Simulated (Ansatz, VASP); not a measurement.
# C: VASP beside Ansatz

INCAR

```
PREC = Accurate ; ENCUT = 520
EDIFF = 1E-6 ; ISMEAR = 0
SIGMA = 0.1 ; LREAL = F
LASPH = T ; NELM = 80
ALGO = Normal ; ISIF = 2
LWAVE = F ; LCHARG = T
LDIPOL = T ; IDIPOL = 3
DIPOL = 0.5 0.5 0.343 ; GGA = PE
IVDW = 12 ; LELF = T
LVHAR = T ; LVACPOTAV = T
NBANDS = 16
```

KPOINTS

```
regular mesh
0
Gamma
  15 15 1
```

The input POSCAR:

```
C
1.0
    2.4656524409      0.0000000000      0.0000000000
   -1.2328262205      2.1353176508      0.0000000000
    0.0000000000      0.0000000000     17.5000663883
C
4
Direct
    0.6666666667      0.3333333333      0.2571437784
    0.3333333333      0.6666666667      0.2571418816
    0.6666666667      0.8333333333      0.4291450227
    0.3333333333      1.1666666667      0.4291431259
```

Input for Ansatz:

```yaml
crystal:
  lattice:
    - [2.4656524409, 0.0, 0.0]
    - [-1.2328262205, 2.1353176508, 0.0]
    - [0.0, 0.0, 17.5000663883]
  atoms:
    - { symbol: C, position: [0.6666666667, 0.3333333333, 0.2571437784] }
    - { symbol: C, position: [0.3333333333, 0.6666666667, 0.2571418816] }
    - { symbol: C, position: [0.6666666667, 0.8333333333, 0.4291450227] }
    - { symbol: C, position: [0.3333333333, 1.1666666667, 0.4291431259] }
basis:
  ecutwfc: 420
kpoints:
  mp_grid: { grid: [15, 15, 1] }
hamiltonian:
  xc: pbe
  pseudopotentials: { kind: paw, azcp: { folder: soft_1 } }
  dispersion: d3bj
scf:
  occupations: { method: gaussian, width: 0.1 }
output:
  forces: true
  eigenvalues: true
efield:
  axis: 3
  dipole_correction: true
  ramp_width: 0.04
```

Alike in both runs: task single point; functional PBE; dispersion D3(BJ); k mesh 15 × 15 × 1; occupations gaussian, width 0.1 eV; no spin polarisation.

```csv
,VASP,Ansatz
version,VASP 6.6.1,Ansatz 0.2.0
potentials or method,"VASP PAW PBE potentials, release 64 (C), cutoff 520 eV","scalar-relativistic, plane waves, PAW"
valence electrons in the cell,16,16
```

```csv
,VASP,Ansatz,Ansatz less VASP
gap on the k mesh at the Fermi level (eV),0.41,0.41,0.000
least direct gap on the mesh (eV),0.41,0.41,0.000
rms of the force components (eV/Å),0.083,0.083,0.0000
```

Atom by atom the forces differ by 0.000 eV/Å (rms over components). Ansatz's warnings: structure snapped to symmetry.
